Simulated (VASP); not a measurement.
## CsCl: single point with r2SCAN

The system is CsCl.

```
Cs Cl
1.0
     4.14068    0.00000    0.00000
     0.00000    4.14068    0.00000
     0.00000    0.00000    4.14068
Cs Cl
1 1
Direct
  0.00000 0.00000 0.00000
  0.50000 0.50000 0.50000
```

* Program: VASP 6.6.1
* Task: single point
* Functional: r2SCAN
* Potentials or basis: VASP PAW PBE potentials, release 64 (Cs_sv, Cl)
* Cutoff: 550 eV
* k mesh: 6 × 6 × 6
* Occupations: gaussian, width 0.01 eV
* Spin: no spin polarisation

```
Pressure               : 0.0 GPa
Band gap on the k mesh : 5.91 eV, direct
```

Levels at points of the mesh, in eV from the valence-band top:
```tsv
k point	band 6	band 7	band 8	band 9	band 10	band 11
(0.00, 0.00, 0.00)	0.00	0.00	0.00	5.91	5.91	5.99
(0.50, 0.00, 0.00)	-1.12	-0.23	-0.23	6.94	8.24	9.57
(0.50, 0.50, 0.00)	-0.43	-0.43	-0.05	6.55	6.64	8.62
(0.50, 0.50, 0.50)	-1.07	-1.07	-1.07	9.12	9.12	9.12
```

Wall time 44 s on 1 thread of Intel(R) Xeon(R) Platinum 8259CL CPU @ 2.50GHz (Skylake/Cascade Lake) (shared host), peak memory 0.19 GiB.

Caveat: the PAW data sets were made with another functional, which shifts forces and pressure a little; spin-orbit coupling is left out, which moves the levels of the heavy elements. A k mesh can miss the band edges.
